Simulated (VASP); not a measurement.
# CdF2 (Fm-3m) in VASP: a series of runs, part 2 of 2

VASP 6.6.1.

### 4 Single point, PBEsol

This run uses another cell than the first one, of 12.05 Å³/atom, 0.924 times its volume.

INCAR

```
PREC = Accurate
ENCUT = 520
EDIFF = 1E-6
ISMEAR = -1
SIGMA = 0.05
LREAL = F
LASPH = T
NELM = 100
ALGO = Normal
ISIF = 2
LWAVE = F
LCHARG = F
GGA = PS
NBANDS = 20
```

KPOINTS

```
Automatic mesh
0
Gamma
  9 9 9
```

POSCAR

```
CdF2
1.0
    0.0000000000      2.6240330839      2.6240330839
    2.6240330839      0.0000000000      2.6240330839
    2.6240330839      2.6240330839      0.0000000000
Cd F
1 2
Direct
    0.0000000000      0.0000000000      0.0000000000
    0.7500000000      0.7500000000      0.7500000000
    0.2500000000      0.2500000000      0.2500000000
```

Potentials or basis: VASP PAW PBE potentials, release 64 (Cd, F).

Launch:

```console
$ cat potpaw_PBE.64/Cd/POTCAR potpaw_PBE.64/F/POTCAR > POTCAR
$ mpirun -np 1 vasp_std > vasp.out
```

OUTCAR:

```text
PREC = Accurate
   ENCUT = 520
   EDIFF = 1E-6
   ISMEAR = -1
   LREAL = F
   LASPH = T
   NELM = 100
   ISIF = 2
   GGA = PS

 ion  position               nearest neighbor table
   1  0.000  0.000  0.000-   2 2.27   2 2.27   2 2.27   2 2.27   3 2.27   3 2.27   3 2.27   3 2.27

   2  0.750  0.750  0.750-   1 2.27   1 2.27   1 2.27   1 2.27
   3  0.250  0.250  0.250-   1 2.27   1 2.27   1 2.27   1 2.27

  LATTYP: Found a face centered cubic cell.
 ALAT       =     5.2480661678

  Lattice vectors:

 A1 = (   0.0000000000,   2.6240330839,   2.6240330839)
 A2 = (   2.6240330839,   0.0000000000,   2.6240330839)
 A3 = (   2.6240330839,   2.6240330839,   0.0000000000)

Analysis of symmetry for initial positions (statically):
=====================================================================
 Subroutine PRICEL returns:
 Original cell was already a primitive cell.

 Routine SETGRP: Setting up the symmetry group for a
 face centered cubic supercell.

 Subroutine GETGRP returns: Found 48 space group operations
[... 9 lines left out ...]

 Routine SETGRP: Setting up the symmetry group for a
 face centered cubic supercell.

 Subroutine GETGRP returns: Found 48 space group operations
[... 11 lines left out ...]
                                     Primitive cell

  volume of cell :      36.1358

  direct lattice vectors                    reciprocal lattice vectors
     0.000000000  2.624033084  2.624033084    -0.190546378  0.190546378  0.190546378
     2.624033084  0.000000000  2.624033084     0.190546378 -0.190546378  0.190546378
     2.624033084  2.624033084  0.000000000     0.190546378  0.190546378 -0.190546378

  length of vectors
     3.710943175  3.710943175  3.710943175     0.330036008  0.330036008  0.330036008

  position of ions in fractional coordinates (direct lattice)
     0.000000000  0.000000000  0.000000000
     0.750000000  0.750000000  0.750000000
     0.250000000  0.250000000  0.250000000

  ion indices of the primitive-cell ions
[... 79 lines left out ...]
   NSW    =      0    number of steps for IOM
   IBRION =     -1    ionic relax: 0-MD 1-quasi-New 2-CG
   NFREE  =      0    steps in history (QN), initial steepest desc. (CG)
   ISIF   =      2    stress and relaxation
   ISYM   =      2    0-nonsym 1-usesym 2-fastsym
   POTIM  = 0.5000    time-step for ionic-motion
   TEBEG  =    0.0;   TEEND  =   0.0 temperature during run
   PSTRESS=    0.0 pullay stress
   NELECT =      26.0000    total number of electrons
   NUPDOWN=      -1.0000    fix difference up-down
   EMIN   =  10.00;   EMAX   =-10.00  energy-range for DOS
   EFERMI =   0.00;   METHOD = LEGACY
   ISMEAR =    -1;   SIGMA  =   0.05  broadening in eV -4-tet -1-fermi 0-gaus
   EFERMI_NEDOS =   21; number of points for ismear=-14 and -15
   IALGO  =     38    algorithm
   IMIX   =      4    mixing-type and parameters
     AMIX     =   0.40;   BMIX     =  1.00
     AMIX_MAG =   1.60;   BMIX_MAG =  1.00
  volume/ion in A,a.u.               =      12.05        81.29
  Fermi-wavevector in a.u.,A,eV,Ry     =   1.466966  2.772163 29.279581  2.151989
  Thomas-Fermi vector in A             =   2.582640
   LORBIT       =      0    0 simple, 1 ext, 2 COOP (PROOUT), +10 PAW based schemes
   GGA     = PS    functional components
[... 5 lines left out ...]
 non-spin polarized calculation
  energy-cutoff  :      520.00
  volume of cell :       36.14
 maximum number of plane-waves:       984
   NGX = 13   NGY = 13   NGZ = 13

 number of electron      26.0000020 magnetization

 Free energy of the ion-electron system (eV)
  ---------------------------------------------------
  ext. energy  EPLUGINS =         0.00000000
  ---------------------------------------------------
  free energy    TOTEN  =       -11.48444080 eV

  energy without entropy =      -11.48444080  energy(sigma->0) =      -11.48444080

 E-fermi :   0.2735     XC(G=0): -11.1561

 val. band max:       -0.8324289854   @ k =  -0.3333   0.4444   0.2222
 cond. band min:       2.3691509260   @ k =   0.0000   0.0000   0.0000
 fundamental gap:      3.2015799114
 Fermi energy:         0.2734563609

 k-point     1 :       0.0000    0.0000    0.0000
  band No.  band energies     occupation
      1     -22.0091      2.00000
      2     -20.6258      2.00000
      3      -6.7518      2.00000
      4      -6.7518      2.00000
      5      -6.7518      2.00000
      6      -5.1172      2.00000
[... 541 lines left out ...]
     19      19.3741      0.00000
     20      20.6827      0.00000

 [... further k-points ...]
[... 5 lines left out ...]
  --------------------------------------------------------------------------------------
  -------------------------------------------------------------------------------------
  Total        2.5399682      2.5399682      2.5399682     -0.0000000      0.0000000     -0.0000000
  in kB      112.6162188    112.6162188    112.6162188     -0.0000000      0.0000000     -0.0000000
  external PRESSURE =     112.6162188 kB  Pullay stress =       0.0000000 kB

 VOLUME and BASIS-vectors are now :
 -----------------------------------------------------------------------------
  energy-cutoff  :      520.00
  volume of cell :       36.14
      direct lattice vectors                 reciprocal lattice vectors
     0.000000000  2.624033084  2.624033084    -0.190546378  0.190546378  0.190546378
     2.624033084  0.000000000  2.624033084     0.190546378 -0.190546378  0.190546378
     2.624033084  2.624033084  0.000000000     0.190546378  0.190546378 -0.190546378

 POSITION                                       TOTAL-FORCE (eV/Angst)
 -----------------------------------------------------------------------------------
      0.00000      0.00000      0.00000         0.000000      0.000000      0.000000
      3.93605      3.93605      3.93605         0.000000      0.000000      0.000000
      1.31202      1.31202      1.31202        -0.000000     -0.000000     -0.000000
 -----------------------------------------------------------------------------------
    total drift:                                0.000000      0.000000      0.000000

  FREE ENERGIE OF THE ION-ELECTRON SYSTEM (eV)
  ---------------------------------------------------
  free  energy   TOTEN  =       -11.4844408036 eV

  energy  without entropy=      -11.4844408035  energy(sigma->0) =      -11.48444080
```

Wall time 11 s (1 thread of Intel Xeon 6975P-C (Granite Rapids), shared host); peak memory 0.16 GiB.

Results:

```
Free energy            : -11.4844 eV
Pressure               : 11.3 GPa
Band gap on the k mesh : 3.20 eV, indirect (least direct gap 3.55 eV)
```

Caveat: the PAW data sets were made with another functional, which shifts forces and pressure a little.

### 5 Single point, PBEsol

This run uses another cell than the first one, of 12.47 Å³/atom, 0.957 times its volume.

INCAR

```
  PREC = Accurate
  ENCUT = 520
  EDIFF = 1E-7
  ISMEAR = -1
  SIGMA = 0.05
  LREAL = False
  LASPH = True
  NELM = 100
  ALGO = Normal
  ISIF = 2
  LWAVE = False
  LCHARG = True
  GGA = PS
  LELF = True
  LVHAR = True
  NBANDS = 20
```

KPOINTS

```
regular mesh
0
Gamma
  9 9 9
```

POSCAR

```
CdF2
1.0
    0.0000000000      2.6548358440      2.6548358440
    2.6548358440      0.0000000000      2.6548358440
    2.6548358440      2.6548358440      0.0000000000
Cd F
1 2
Direct
    0.0000000000      0.0000000000      0.0000000000
    0.7500000000      0.7500000000      0.7500000000
    0.2500000000      0.2500000000      0.2500000000
```

Launch:

```console
$ cat potpaw_PBE.64/Cd/POTCAR potpaw_PBE.64/F/POTCAR > POTCAR
$ mpirun -np 1 vasp_std > vasp.out
```

Wall time 11 s (1 thread of Intel Xeon 6975P-C (Granite Rapids), shared host); peak memory 0.16 GiB.

The run converged. Its results:

| Item | Value |
| --- | --- |
| Free energy | -11.5562 eV |
| Pressure | 6.0 GPa |
| Band gap on the k mesh | 3.08 eV, indirect (least direct gap 3.48 eV) |

Levels at points of the mesh, in eV from the valence-band top:
| k point | band 9 | band 10 | band 11 | band 12 | band 13 | band 14 | band 15 | band 16 | band 17 | band 18 |
| --- | --- | --- | --- | --- | --- | --- | --- | --- | --- | --- |
| (0.00, 0.00, 0.00) | -1.08 | -1.08 | -0.40 | -0.40 | -0.40 | 3.08 | 12.72 | 12.72 | 12.72 | 17.80 |

Caveat: the PAW data sets were made with another functional, which shifts forces and pressure a little. A k mesh can miss the band edges.

### 6 Single point, PBEsol

This run uses another cell than the first one, of 12.78 Å³/atom, 0.980 times its volume.

INCAR

```
  PREC = Accurate
  ENCUT = 520
  EDIFF = 1E-7
  ISMEAR = -1
  SIGMA = 0.05
  LREAL = F
  LASPH = T
  NELM = 80
  ALGO = Normal
  ISIF = 2
  LWAVE = F
  LCHARG = T
  GGA = PS
  LELF = T
  LVHAR = T
  NBANDS = 20
```

KPOINTS

```
Automatic mesh
0
Gamma
  9 9 9
```

POSCAR

```
CdF2
1.0
    0.0000000000      2.6761696186      2.6761696186
    2.6761696186      0.0000000000      2.6761696186
    2.6761696186      2.6761696186      0.0000000000
Cd F
1 2
Direct
    0.0000000000      0.0000000000      0.0000000000
    0.7500000000      0.7500000000      0.7500000000
    0.2500000000      0.2500000000      0.2500000000
```

Potentials or basis: VASP PAW PBE potentials, release 64 (Cd, F).

Launch:

```console
$ cat potpaw_PBE.64/Cd/POTCAR potpaw_PBE.64/F/POTCAR > POTCAR
$ mpirun -np 1 vasp_std > vasp.out
```

It took 13 s on 1 thread of Intel Xeon 6975P-C (Granite Rapids), shared host; peak memory 0.16 GiB.

It converged, with:

| Quantity | Value |
| --- | --- |
| Free energy | -11.5833 eV |
| Pressure | 2.9 GPa |
| Band gap on the k mesh | 3.00 eV, indirect (least direct gap 3.43 eV) |

Levels at points of the mesh, in eV from the valence-band top:
```
           k point  band 11  band 12  band 13  band 14  band 15  band 16
(0.00, 0.00, 0.00)    -0.43    -0.43    -0.43     3.00    12.62    12.62
```

Caveat: the PAW data sets were made with another functional, which shifts forces and pressure a little. A k mesh can miss the band edges.

### 7 Summary

```tsv
cell	k mesh	gap on the mesh (eV)	pressure (GPa)
a = 3.810 Å, angles 60.0°, 3 atoms	7 × 7 × 7	2.96	0.5
a = 3.641 Å, angles 60.0°, 3 atoms	9 × 9 × 9	3.40	21.8
a = 3.711 Å, angles 60.0°, 3 atoms	9 × 9 × 9	3.20	11.3
a = 3.755 Å, angles 60.0°, 3 atoms	9 × 9 × 9	3.08	6.0
a = 3.785 Å, angles 60.0°, 3 atoms	9 × 9 × 9	3.00	2.9
```

Alike in all rows: task single point; level PBEsol; potentials or basis VASP PAW PBE potentials, release 64 (Cd, F); no spin polarisation; cutoff (eV) 520; smearing fermi-dirac 0.05 eV.

Caveats: the PAW data sets were made with another functional, which shifts forces and pressure a little.

Absolute energies hang on the potentials; compare differences alone.
